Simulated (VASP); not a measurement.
# Au (Cmcm) in VASP: notebook

The runs below take Au through single point, with PBE.

All numbers are computed with VASP 6.6.1; they aren't measurements. Logs are shortened: lines on timing, memory, paths and dates and some standing lists are left out, and cuts for length are marked.

### 1 The cell of the first run

The structure is orthorhombic, space group Cmcm (No. 63). Conventional cell: a = 2.823 Å, b = 5.112 Å, c = 4.893 Å, α = 90.00°, β = 90.00°, γ = 90.00°. Au (site symmetry m2m) has 12 Au at 2.82 to 2.97 Å within 3.7 Å.

### 2 Single point, PBE

INCAR reads:

```
SYSTEM = Au
PREC = Accurate
ENCUT = 520
EDIFF = 1E-7
ISMEAR = 0
SIGMA = 0.1
LREAL = .False.
LASPH = .True.
NELM = 100
ALGO = Normal
ISIF = 2
LWAVE = .False.
LCHARG = .True.
GGA = PE
LELF = .True.
LVHAR = .True.
NBANDS = 18
```

KPOINTS reads:

```
Automatic mesh
0
Gamma
  16 16 8
  0.5 0.5 0.5
```

POSCAR reads:

```
Au
1.0
    1.4113099650     -2.5559330250      0.0000000000
    1.4113099650      2.5559330250      0.0000000000
    0.0000000000      0.0000000000      4.8931696100
Au
2
Direct
    0.6653279700      0.3346720300      0.2500000000
    0.3346720300      0.6653279700      0.7500000000
```

Potentials or basis: VASP PAW PBE potentials, release 64 (Au).

Started as:

```console
cat potpaw_PBE.64/Au/POTCAR > POTCAR
mpirun -np 1 vasp_std > vasp.out
```

OUTCAR:

```text
SYSTEM = Au
   PREC = Accurate
   ENCUT = 520
   EDIFF = 1E-7
   ISMEAR = 0
   LREAL = .False.
   LASPH = .True.
   NELM = 100
   ISIF = 2
   GGA = PE

 ion  position               nearest neighbor table
   1  0.665  0.335  0.250-   2 2.95   2 2.95   2 2.95   2 2.95   2 2.97   2 2.97
   2  0.335  0.665  0.750-   1 2.95   1 2.95   1 2.95   1 2.95   1 2.97   1 2.97

  LATTYP: Found a base centered orthorhombic cell.
 ALAT       =     2.8226199300
 B/A-ratio  =     1.8110359088
 C/A-ratio  =     1.7335559627

  Lattice vectors:

 A1 = (   1.4113099650,  -2.5559330250,   0.0000000000)
 A2 = (   1.4113099650,   2.5559330250,   0.0000000000)
 A3 = (   0.0000000000,   0.0000000000,   4.8931696100)

Analysis of symmetry for initial positions (statically):
=====================================================================
 Subroutine PRICEL returns:
 Original cell was already a primitive cell.

 Routine SETGRP: Setting up the symmetry group for a
 base centered orthorhombic supercell.

 Subroutine GETGRP returns: Found  8 space group operations
 (whereof  4 operations were pure point group operations)
 out of a pool of  8 trial point group operations.

The static configuration has the point symmetry C_2h.
 The point group associated with its full space group is D_2h.

Analysis of symmetry for dynamics (positions and initial velocities):
=====================================================================
 Subroutine PRICEL returns:
 Original cell was already a primitive cell.

 Routine SETGRP: Setting up the symmetry group for a
 base centered orthorhombic supercell.

 Subroutine GETGRP returns: Found  8 space group operations
 (whereof  4 operations were pure point group operations)
 out of a pool of  8 trial point group operations.

The dynamic configuration has the point symmetry C_2h.
 The point group associated with its full space group is D_2h.

 Subroutine INISYM returns: Found  8 space group operations
 (whereof  4 operations are pure point group operations),
 and found     1 'primitive' translations

----------------------------------------------------------------------------------------

                                     Primitive cell

  volume of cell :      35.3014

  direct lattice vectors                    reciprocal lattice vectors
     1.411309965 -2.555933025  0.000000000     0.354280783 -0.195623279  0.000000000
     1.411309965  2.555933025  0.000000000     0.354280783  0.195623279  0.000000000
[... 85 lines left out ...]
   EDIFF  = 0.1E-06   stopping-criterion for ELM
   LREAL  =      F    real-space projection
   EDIFFG = 0.1E-05   stopping-criterion for IOM
   NSW    =      0    number of steps for IOM
   IBRION =     -1    ionic relax: 0-MD 1-quasi-New 2-CG
   NFREE  =      0    steps in history (QN), initial steepest desc. (CG)
   ISIF   =      2    stress and relaxation
   ISYM   =      2    0-nonsym 1-usesym 2-fastsym
   POTIM  = 0.5000    time-step for ionic-motion
   TEBEG  =    0.0;   TEEND  =   0.0 temperature during run
   PSTRESS=    0.0 pullay stress
   NELECT =      22.0000    total number of electrons
   NUPDOWN=      -1.0000    fix difference up-down
   EMIN   =  10.00;   EMAX   =-10.00  energy-range for DOS
   EFERMI =   0.00;   METHOD = LEGACY
   ISMEAR =     0;   SIGMA  =   0.10  broadening in eV -4-tet -1-fermi 0-gaus
   EFERMI_NEDOS =   21; number of points for ismear=-14 and -15
   IALGO  =     38    algorithm
   IMIX   =      4    mixing-type and parameters
     AMIX     =   0.40;   BMIX     =  1.00
     AMIX_MAG =   1.60;   BMIX_MAG =  1.00
  volume/ion in A,a.u.               =      17.65       119.11
  Fermi-wavevector in a.u.,A,eV,Ry     =   1.398358  2.642513 26.604898  1.955405
  Thomas-Fermi vector in A             =   2.521524
   LORBIT       =      0    0 simple, 1 ext, 2 COOP (PROOUT), +10 PAW based schemes
   GGA     = PE    functional components
   LHFCALC =     F    Hartree Fock is set to
   AEXX    =    0.0000 exact exchange contribution
   IVDW    =     0    specifies the selected vdW correction
   LEPSILON=     F    determine dielectric tensor
   LRPA    =     F    only Hartree local field effects (RPA)
 non-spin polarized calculation
 Gauss-broadening in eV      SIGMA  =   0.10
  energy-cutoff  :      520.00
  volume of cell :       35.30
 maximum number of plane-waves:       965
 NGX is ok and might be reduce to    24
   NGX = 11   NGY = 11   NGZ = 19

 number of electron      21.9999996 magnetization

 Free energy of the ion-electron system (eV)
  ---------------------------------------------------
  ext. energy  EPLUGINS =         0.00000000
  ---------------------------------------------------
  free energy    TOTEN  =        -6.42404387 eV

  energy without entropy =       -6.42269970  energy(sigma->0) =       -6.42337178

 E-fermi :   8.9626     XC(G=0): -12.5051

 val. band max:        8.8590401021   @ k =  -0.3438   0.0938   0.3125
 cond. band min:       8.9948328768   @ k =  -0.2188   0.0313   0.1875
 fundamental gap:      0.1357927746
 Fermi energy:         8.9625522744

 k-point     1 :       0.0312    0.0312    0.0625
  band No.  band energies     occupation
      1      -0.4661      2.00000
      2       1.8554      2.00000
      3       4.1569      2.00000
      4       4.2516      2.00000
      5       4.5651      2.00000
      6       4.7342      2.00000
[... 481 lines left out ...]
      5       4.4777      2.00000
      6       4.9543      2.00000
[... 10 lines left out ...]
     17      21.4417      0.00000
     18      23.4013      0.00000

 [... further k-points ...]

------------------------ aborting loop because EDIFF is reached ----------------------------------------

  FORCE on cell =-STRESS in cart. coord.  units (eV):
  Direction    XX          YY          ZZ          XY          YZ          ZX
  --------------------------------------------------------------------------------------
  -------------------------------------------------------------------------------------
  Total        0.8891896      0.3469862      0.6082927      0.0000000     -0.0000000      0.0000000
  in kB       40.3564372     15.7481918     27.6077519      0.0000000     -0.0000000      0.0000000
  external PRESSURE =      27.9041270 kB  Pullay stress =       0.0000000 kB

 VOLUME and BASIS-vectors are now :
 -----------------------------------------------------------------------------
  energy-cutoff  :      520.00
  volume of cell :       35.30
      direct lattice vectors                 reciprocal lattice vectors
     1.411309965 -2.555933025  0.000000000     0.354280783 -0.195623279  0.000000000
     1.411309965  2.555933025  0.000000000     0.354280783  0.195623279  0.000000000
     0.000000000  0.000000000  4.893169610     0.000000000  0.000000000  0.204366511

 POSITION                                       TOTAL-FORCE (eV/Angst)
 -----------------------------------------------------------------------------------
      1.41131     -0.84513      1.22329         0.000000      0.007847      0.000000
      1.41131      0.84513      3.66988         0.000000     -0.007847      0.000000
 -----------------------------------------------------------------------------------
    total drift:                                0.000000      0.000000     -0.000000

  FREE ENERGIE OF THE ION-ELECTRON SYSTEM (eV)
  ---------------------------------------------------
  free  energy   TOTEN  =        -6.4240438707 eV

  energy  without entropy=       -6.4226996965  energy(sigma->0) =       -6.42337178
```

Run time: 86 s. Hardware: 1 thread of Intel Xeon Platinum 8124M at 3.00GHz (Skylake/Cascade Lake), shared host; peak memory 0.27 GiB.

What came out:

| Item | Value |
| --- | --- |
| Free energy | -6.4240 eV |
| Pressure | 2.8 GPa |
| Largest force | 0.008 eV/Å |
| Band gap on the k mesh | zero (band 11 reaches 12.40 eV, above the bottom of band 12 at 6.47 eV) |

Forces in eV/Å, atoms in the order of the input:
```
Au   0.000  0.008  0.000
Au   0.000 -0.008  0.000
```

Levels at points of the mesh, in eV from the Fermi level:
```tsv
k point	band 7	band 8	band 9	band 10	band 11	band 12	band 13	band 14	band 15	band 16
(0.03, 0.03, 0.06)	-4.00	-3.58	-3.44	-2.66	-2.26	-0.80	2.65	14.52	15.65	16.58
```

Caveat: spin-orbit coupling is left out, which moves the levels of the heavy elements.

### 3 Single point, PBE

INCAR reads:

```
PREC = Accurate
ENCUT = 520
EDIFF = 1E-6
ISMEAR = 0
SIGMA = 0.1
LREAL = False
LASPH = True
NELM = 100
ALGO = Normal
ISIF = 2
LWAVE = False
LCHARG = False
GGA = PE
NBANDS = 18
```

KPOINTS reads:

```
regular mesh
0
Gamma
  24 24 12
```

POSCAR is that of step 2.

Potentials or basis: VASP PAW PBE potentials, release 64 (Au).

Started as:

```console
cat potpaw_PBE.64/Au/POTCAR > POTCAR
mpirun -np 1 vasp_std > vasp.out
```

OUTCAR:

```text
PREC = Accurate
   ENCUT = 520
   EDIFF = 1E-6
   ISMEAR = 0
   LREAL = False
   LASPH = True
   NELM = 100
   ISIF = 2
   GGA = PE

 ion  position               nearest neighbor table
   1  0.665  0.335  0.250-   2 2.95   2 2.95   2 2.95   2 2.95   2 2.97   2 2.97
   2  0.335  0.665  0.750-   1 2.95   1 2.95   1 2.95   1 2.95   1 2.97   1 2.97

  LATTYP: Found a base centered orthorhombic cell.
 ALAT       =     2.8226199300
 B/A-ratio  =     1.8110359088
 C/A-ratio  =     1.7335559627

[... 696 lines left out ...]
------------------------ aborting loop because EDIFF is reached ----------------------------------------

  FORCE on cell =-STRESS in cart. coord.  units (eV):
  Direction    XX          YY          ZZ          XY          YZ          ZX
  --------------------------------------------------------------------------------------
  -------------------------------------------------------------------------------------
  Total        1.0489593      0.4704994      0.3852830      0.0000000      0.0000000      0.0000000
  in kB       47.6076858     21.3539137     17.4863129      0.0000000      0.0000000      0.0000000
  external PRESSURE =      28.8159708 kB  Pullay stress =       0.0000000 kB

 VOLUME and BASIS-vectors are now :
 -----------------------------------------------------------------------------
  energy-cutoff  :      520.00
  volume of cell :       35.30
      direct lattice vectors                 reciprocal lattice vectors
     1.411309965 -2.555933025  0.000000000     0.354280783 -0.195623279  0.000000000
     1.411309965  2.555933025  0.000000000     0.354280783  0.195623279  0.000000000
     0.000000000  0.000000000  4.893169610     0.000000000  0.000000000  0.204366511

 POSITION                                       TOTAL-FORCE (eV/Angst)
 -----------------------------------------------------------------------------------
      1.41131     -0.84513      1.22329         0.000000      0.018486      0.000000
      1.41131      0.84513      3.66988         0.000000     -0.018486     -0.000000
 -----------------------------------------------------------------------------------
    total drift:                                0.000000      0.000000     -0.000000

  FREE ENERGIE OF THE ION-ELECTRON SYSTEM (eV)
  ---------------------------------------------------
  free  energy   TOTEN  =        -6.4170995974 eV

  energy  without entropy=       -6.4138798071  energy(sigma->0) =       -6.41548970
```

OSZICAR:

```text
N       E                     dE             d eps       ncg     rms          rms(c)
DAV:   1     0.123545706776E+03    0.12355E+03   -0.11690E+04 39588   0.118E+03
DAV:   2    -0.483562225528E+01   -0.12838E+03   -0.12241E+03 42050   0.260E+02
DAV:   3    -0.693966380725E+01   -0.21040E+01   -0.20911E+01 45964   0.335E+01
DAV:   4    -0.694877547007E+01   -0.91117E-02   -0.91106E-02 43626   0.233E+00
DAV:   5    -0.694885906548E+01   -0.83595E-04   -0.83595E-04 43906   0.238E-01    0.119E+01
DAV:   6    -0.645368746675E+01    0.49517E+00   -0.94403E-01 41004   0.890E+00    0.772E+00
DAV:   7    -0.642102172461E+01    0.32666E-01   -0.97362E-02 43548   0.284E+00    0.331E+00
DAV:   8    -0.641710647519E+01    0.39152E-02   -0.76744E-03 41082   0.705E-01    0.337E-01
DAV:   9    -0.641708522244E+01    0.21253E-04   -0.32469E-05 44354   0.479E-02    0.242E-02
DAV:  10    -0.641709988399E+01   -0.14662E-04   -0.68496E-06 43672   0.252E-02    0.564E-03
DAV:  11    -0.641709959737E+01    0.28662E-06   -0.15128E-07 22432   0.308E-03
   1 F= -.64170996E+01 E0= -.64154897E+01  d E =-.321979E-02
```

stdout:

```text
POSCAR found type information on POSCAR Au
 POSCAR found :  1 types and       2 ions
 scaLAPACK will be used
 LDA part: xc-table for (Slater+PW92), standard interpolation
 POSCAR, INCAR and KPOINTS ok, starting setup
 FFT: planning ... GRIDC
 FFT: planning ... GRID_SOFT
 FFT: planning ... GRID
 WAVECAR not read
 entering main loop
```

Wall time 5.1 min (1 thread of Intel Xeon Platinum 8124M at 3.00GHz (Skylake/Cascade Lake), shared host); peak memory 0.63 GiB.

Results:

```
Free energy            : -6.4171 eV
Pressure               : 2.9 GPa
Largest force          : 0.018 eV/Å
Band gap on the k mesh : zero (band 11 reaches 12.91 eV, above the bottom of band 12 at 6.36 eV)
```

Forces on the atoms (eV/Å):
```
Au   0.000  0.018  0.000
Au   0.000 -0.018  0.000
```

Levels at points of the mesh, in eV from the Fermi level:
| k point | band 8 | band 9 | band 10 | band 11 | band 12 | band 13 | band 14 | band 15 |
| --- | --- | --- | --- | --- | --- | --- | --- | --- |
| (0.00, 0.00, 0.00) | -3.48 | -3.32 | -2.19 | -2.12 | -1.03 | 2.40 | 14.56 | 15.53 |
| (0.50, 0.00, 0.00) | -2.00 | -1.81 | -1.65 | 0.51 | 1.74 | 5.77 | 7.25 | 7.26 |
| (0.50, 0.50, 0.00) | -1.90 | -1.89 | -1.72 | 0.23 | 1.26 | 5.37 | 6.77 | 6.91 |
| (0.00, 0.00, 0.50) | -4.17 | -2.66 | -2.66 | -2.51 | -2.51 | 10.20 | 10.20 | 14.89 |
| (0.50, 0.00, 0.50) | -2.38 | -1.70 | -1.70 | 0.69 | 0.69 | 4.03 | 4.03 | 13.08 |
| (0.50, 0.50, 0.50) | -2.37 | -1.78 | -1.78 | 0.31 | 0.31 | 3.48 | 3.48 | 12.66 |

Caveat: spin-orbit coupling is left out, which moves the levels of the heavy elements.

[end of part 1 of 2]
